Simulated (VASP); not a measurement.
# AlN (Cmcm) in VASP: further runs

The runs below take AlN through single point, with LDA.

All numbers are computed with VASP 6.6.1; they aren't measurements. Logs are shortened: lines on timing, memory, paths and dates and some standing lists are left out, and cuts for length are marked.

## (1) The cell of the first run

Symmetry: Cmcm, No. 63, orthorhombic system. The conventional cell has a = 4.011 Å, b = 4.011 Å, c = 4.011 Å, α = 90.00°, β = 90.00°, γ = 90.00°. Within 2.6 Å of Al (site symmetry m2m) lie 6 N at 1.97 to 2.05 Å. Within 2.6 Å of N (site symmetry m2m) lie 6 Al at 1.97 to 2.05 Å.

## (2) Single point, LDA

INCAR reads:

```
SYSTEM = AlN
ALGO = Normal ; EDIFF = 1E-6
ENCUT = 520 ; GGA = CA
ISIF = 2 ; ISMEAR = 0
LASPH = .True. ; LCHARG = .False.
LREAL = .False. ; LWAVE = .False.
NBANDS = 16 ; NELM = 100
PREC = Accurate ; SIGMA = 0.05
```

KPOINTS reads:

```
k-points
0
Gamma
  8 8 6
  0 0 0
```

POSCAR reads:

```
AlN
1.0
    0.0000000000     -2.0055201245     -2.0055201245
    0.0000000000      2.0055201245     -2.0055201245
    4.0110402489      0.0000000000      0.0000000000
Al N
2 2
Direct
    0.5167537586      0.4832462414      0.0000000000
   -0.0167537586      0.0167537586      0.5000000000
    0.4931383696      0.5068616304      0.5000000000
    0.0068616304      0.9931383696      0.0000000000
```

Potentials or basis: VASP PAW LDA potentials, release 64 (Al, N).

Command:

```bash
> cat potpaw_LDA.64/Al/POTCAR potpaw_LDA.64/N/POTCAR > POTCAR
> mpirun -np 1 vasp_std > vasp.out
```

OUTCAR:

```text
SYSTEM = AlN
   EDIFF = 1E-6
   ENCUT = 520
   GGA = CA
   ISIF = 2
   ISMEAR = 0
   LASPH = .True.
   LREAL = .False.
   NELM = 100
   PREC = Accurate

 ion  position               nearest neighbor table
   1  0.517  0.483  0.000-   4 1.97   4 2.01   4 2.01   3 2.01   3 2.01   4 2.05   2 2.74   2 2.74
                             2 2.84   2 2.84   2 2.84   2 2.84   2 2.93   2 2.93
   2  0.983  0.017  0.500-   3 1.97   3 2.01   3 2.01   4 2.01   4 2.01   3 2.05   1 2.74   1 2.74
                             1 2.84   1 2.84   1 2.84   1 2.84   1 2.93   1 2.93
   3  0.493  0.507  0.500-   2 1.97   2 2.01   2 2.01   1 2.01   1 2.01   2 2.05
   4  0.007  0.993  0.000-   1 1.97   1 2.01   1 2.01   2 2.01   2 2.01   1 2.05

  LATTYP: Found a simple tetragonal cell.
 ALAT       =     2.8362337597
 C/A-ratio  =     1.4142135623

  Lattice vectors:

 A1 = (   0.0000000000,  -2.0055201245,  -2.0055201245)
 A2 = (   0.0000000000,   2.0055201245,  -2.0055201245)
 A3 = (   4.0110402489,   0.0000000000,   0.0000000000)

Analysis of symmetry for initial positions (statically):
=====================================================================
 Subroutine PRICEL returns:
 Original cell was already a primitive cell.

 Routine SETGRP: Setting up the symmetry group for a
 simple tetragonal supercell.

 Subroutine GETGRP returns: Found  8 space group operations
 (whereof  4 operations were pure point group operations)
 out of a pool of 16 trial point group operations.

The static configuration has the point symmetry C_2v.
 The point group associated with its full space group is D_2h.

Analysis of symmetry for dynamics (positions and initial velocities):
=====================================================================
 Subroutine PRICEL returns:
 Original cell was already a primitive cell.

 Routine SETGRP: Setting up the symmetry group for a
 simple tetragonal supercell.

 Subroutine GETGRP returns: Found  8 space group operations
 (whereof  4 operations were pure point group operations)
 out of a pool of 16 trial point group operations.

The dynamic configuration has the point symmetry C_2v.
 The point group associated with its full space group is D_2h.

 Subroutine INISYM returns: Found  8 space group operations
 (whereof  4 operations are pure point group operations),
 and found     1 'primitive' translations

----------------------------------------------------------------------------------------

                                     Primitive cell

[... 92 lines left out ...]
   ENCUT  =  520.0 eV  38.22 Ry    6.18 a.u.   5.27  5.27  7.46*2*pi/ulx,y,z
   NELM   =    100;   NELMIN=  2; NELMDL= -5     # of ELM steps
   EDIFF  = 0.1E-05   stopping-criterion for ELM
   LREAL  =      F    real-space projection
   EDIFFG = 0.1E-04   stopping-criterion for IOM
   NSW    =      0    number of steps for IOM
   IBRION =     -1    ionic relax: 0-MD 1-quasi-New 2-CG
   NFREE  =      0    steps in history (QN), initial steepest desc. (CG)
   ISIF   =      2    stress and relaxation
   ISYM   =      2    0-nonsym 1-usesym 2-fastsym
   POTIM  = 0.5000    time-step for ionic-motion
   TEBEG  =    0.0;   TEEND  =   0.0 temperature during run
   PSTRESS=    0.0 pullay stress
   NELECT =      16.0000    total number of electrons
   NUPDOWN=      -1.0000    fix difference up-down
   EMIN   =  10.00;   EMAX   =-10.00  energy-range for DOS
   EFERMI =   0.00;   METHOD = LEGACY
   ISMEAR =     0;   SIGMA  =   0.05  broadening in eV -4-tet -1-fermi 0-gaus
   EFERMI_NEDOS =   21; number of points for ismear=-14 and -15
   IALGO  =     38    algorithm
   IMIX   =      4    mixing-type and parameters
     AMIX     =   0.40;   BMIX     =  1.00
     AMIX_MAG =   1.60;   BMIX_MAG =  1.00
  volume/ion in A,a.u.               =       8.07        54.43
  Fermi-wavevector in a.u.,A,eV,Ry     =   1.295790  2.448687 22.845142  1.679071
  Thomas-Fermi vector in A             =   2.427287
   LORBIT       =      0    0 simple, 1 ext, 2 COOP (PROOUT), +10 PAW based schemes
   GGA     = CA    functional components
   LHFCALC =     F    Hartree Fock is set to
   AEXX    =    0.0000 exact exchange contribution
   IVDW    =     0    specifies the selected vdW correction
   LEPSILON=     F    determine dielectric tensor
   LRPA    =     F    only Hartree local field effects (RPA)
 non-spin polarized calculation
 Gauss-broadening in eV      SIGMA  =   0.05
  energy-cutoff  :      520.00
  volume of cell :       32.27
 maximum number of plane-waves:       888
 NGX is ok and might be reduce to    24
   NGX = 11   NGY = 11   NGZ = 15

 number of electron      16.0000004 magnetization

 Free energy of the ion-electron system (eV)
  ---------------------------------------------------
  ext. energy  EPLUGINS =         0.00000000
  ---------------------------------------------------
  free energy    TOTEN  =       -32.40618478 eV

  energy without entropy =      -32.40618478  energy(sigma->0) =      -32.40618478

 E-fermi :  10.2911     XC(G=0): -12.6865

 val. band max:       10.0319080977   @ k =   0.0000   0.0000   0.0000
 cond. band min:      14.6932239335   @ k =   0.5000   0.5000   0.0000
 fundamental gap:      4.6613158358
 Fermi energy:        10.2910656068

 k-point     1 :       0.0000    0.0000    0.0000
  band No.  band energies     occupation
      1      -7.6035      2.00000
      2      -3.1209      2.00000
      3       2.4515      2.00000
      4       7.1506      2.00000
      5       7.1531      2.00000
      6      10.0056      2.00000
[... 433 lines left out ...]
      3       3.0473      2.00000
      4       5.3420      2.00000
      5       6.3143      2.00000
      6       7.7790      2.00000
[... 8 lines left out ...]
     15      22.7262      0.00000
     16      24.3432      0.00000

 [... further k-points ...]
[... 5 lines left out ...]
  --------------------------------------------------------------------------------------
  -------------------------------------------------------------------------------------
  Total        0.2427658      0.3192581      0.0617458      0.0000000      0.0000000      0.0000000
  in kB       12.0547166     15.8529993      3.0660317      0.0000000      0.0000000      0.0000000
  external PRESSURE =      10.3245825 kB  Pullay stress =       0.0000000 kB

 VOLUME and BASIS-vectors are now :
 -----------------------------------------------------------------------------
  energy-cutoff  :      520.00
  volume of cell :       32.27
      direct lattice vectors                 reciprocal lattice vectors
     0.000000000 -2.005520124 -2.005520124     0.000000000 -0.249311884 -0.249311884
     0.000000000  2.005520124 -2.005520124     0.000000000  0.249311884 -0.249311884
     4.011040249  0.000000000  0.000000000     0.249311884  0.000000000  0.000000000

 POSITION                                       TOTAL-FORCE (eV/Angst)
 -----------------------------------------------------------------------------------
      0.00000     -0.06720     -2.00552         0.000000      0.760633      0.000000
      2.00552     -1.93832     -2.00552         0.000000     -0.760633      0.000000
      2.00552      0.02752     -2.00552         0.000000     -0.143562      0.000000
      0.00000      1.97800     -2.00552         0.000000      0.143562      0.000000
 -----------------------------------------------------------------------------------
    total drift:                                0.000000      0.000000     -0.000000

  FREE ENERGIE OF THE ION-ELECTRON SYSTEM (eV)
  ---------------------------------------------------
  free  energy   TOTEN  =       -32.4061847756 eV

  energy  without entropy=      -32.4061847756  energy(sigma->0) =      -32.40618478
```

stdout:

```text
POSCAR found type information on POSCAR AlN
 POSCAR found :  2 types and       4 ions
 scaLAPACK will be used
 LDA part: xc-table for (Slater(with rela. corr.)+CA(PZ))
 , standard interpolation
 POSCAR, INCAR and KPOINTS ok, starting setup
 FFT: planning ... GRIDC
 FFT: planning ... GRID_SOFT
 FFT: planning ... GRID
 WAVECAR not read
 entering main loop
```

Wall time 32 s (1 thread of Intel Xeon Platinum 8259CL at 2.50GHz (Skylake/Cascade Lake), shared host); peak memory 0.15 GiB.

What came out:

```yaml
Free_energy: -32.4062 eV
Pressure: 1.0 GPa
Largest_force: 0.761 eV/Å
Band_gap_on_the_k_mesh: 4.66 eV
```

Forces in eV/Å, atoms in the order of the input:
```
Al   0.000  0.761  0.000
Al   0.000 -0.761  0.000
N    0.000 -0.144  0.000
N    0.000  0.144  0.000
```

Levels at points of the mesh, in eV from the valence-band top:
| k point | band 5 | band 6 | band 7 | band 8 | band 9 | band 10 | band 11 | band 12 |
| --- | --- | --- | --- | --- | --- | --- | --- | --- |
| (0.00, 0.00, 0.00) | -2.88 | -0.03 | -0.01 | 0.00 | 4.70 | 5.15 | 6.09 | 11.93 |
| (0.50, 0.00, 0.00) | -4.29 | -4.27 | -1.21 | -1.16 | 8.28 | 8.56 | 10.26 | 10.61 |
| (0.50, 0.50, 0.00) | -2.88 | -2.88 | -2.88 | -2.88 | 4.66 | 4.69 | 5.11 | 5.15 |
| (0.00, 0.00, 0.50) | -1.68 | -1.68 | -1.68 | -1.68 | 7.34 | 7.34 | 7.90 | 7.90 |
| (0.50, 0.00, 0.50) | -1.13 | -1.13 | -1.12 | -1.12 | 6.25 | 6.25 | 10.97 | 10.97 |
| (0.50, 0.50, 0.50) | -5.87 | -5.87 | -4.01 | -4.01 | 8.15 | 8.15 | 10.70 | 10.70 |

A k mesh can miss the band edges. LDA gaps usually lie below the measured ones, often by a third to a half.

## (3) Single point, LDA

This run uses another cell than the first one, of 8.69 Å³/atom, 1.077 times its volume.

INCAR reads:

```
SYSTEM = AlN
ALGO = Normal
EDIFF = 1E-6
ENCUT = 520
ISIF = 2
ISMEAR = 0
LASPH = .TRUE.
LCHARG = .TRUE.
LELF = .TRUE.
LREAL = .FALSE.
LVHAR = .TRUE.
LWAVE = .FALSE.
NBANDS = 16
NELM = 80
PREC = Accurate
SIGMA = 0.05
```

KPOINTS reads:

```
k-points
0
G
  8 8 6
  0 0 0
```

POSCAR reads:

```
AlN
1.0
    0.0000000000     -2.0556581276     -2.0556581276
    0.0000000000      2.0556581276     -2.0556581276
    4.1113162551      0.0000000000      0.0000000000
Al N
2 2
Direct
    0.5279229310      0.4720770690      0.0000000000
   -0.0279229310      0.0279229310      0.5000000000
    0.4885639493      0.5114360507      0.5000000000
    0.0114360507      0.9885639493      0.0000000000
```

Potentials or basis: VASP PAW LDA potentials, release 64 (Al, N).

Command:

```bash
> cat potpaw_LDA.64/Al/POTCAR potpaw_LDA.64/N/POTCAR > POTCAR
> mpirun -np 1 vasp_std > vasp.out
```

Wall time 18 s (1 thread of Intel Xeon 6975P-C, shared host); peak memory 0.16 GiB.

The run converged. Its results:

| Quantity | Value |
| --- | --- |
| Free energy | -32.1890 eV |
| Pressure | -16.3 GPa |
| Largest force | 1.046 eV/Å |
| Band gap on the k mesh | 3.91 eV, indirect (least direct gap 4.00 eV) |

Forces in eV/Å, atoms in the order of the input:
```
Al   0.000  1.046  0.000
Al   0.000 -1.046  0.000
N    0.000 -0.370  0.000
N    0.000  0.370  0.000
```

Stress tensor (GPa, compression positive):
```
-15.66   0.00   0.00
  0.00 -15.13   0.00
  0.00   0.00 -17.97
```

Levels at points of the mesh, in eV from the valence-band top:
| k point | band 5 | band 6 | band 7 | band 8 | band 9 | band 10 | band 11 | band 12 |
| --- | --- | --- | --- | --- | --- | --- | --- | --- |
| (0.00, 0.00, 0.00) | -2.69 | -0.07 | -0.03 | 0.00 | 4.00 | 4.99 | 5.26 | 11.35 |
| (0.50, 0.00, 0.00) | -3.97 | -3.96 | -1.10 | -1.03 | 7.64 | 8.02 | 9.55 | 9.60 |
| (0.50, 0.50, 0.00) | -2.71 | -2.70 | -2.69 | -2.68 | 3.91 | 3.98 | 5.16 | 5.26 |
| (0.00, 0.00, 0.50) | -1.58 | -1.58 | -1.57 | -1.57 | 7.03 | 7.03 | 7.33 | 7.33 |
| (0.50, 0.00, 0.50) | -1.01 | -1.01 | -0.99 | -0.99 | 5.74 | 5.74 | 10.33 | 10.33 |
| (0.50, 0.50, 0.50) | -5.48 | -5.48 | -3.82 | -3.82 | 7.34 | 7.34 | 10.19 | 10.19 |

Caveat: forces of over 1 eV/Å act on the atoms, so gaps and moduli don't describe the material at rest. A k mesh can miss the band edges.
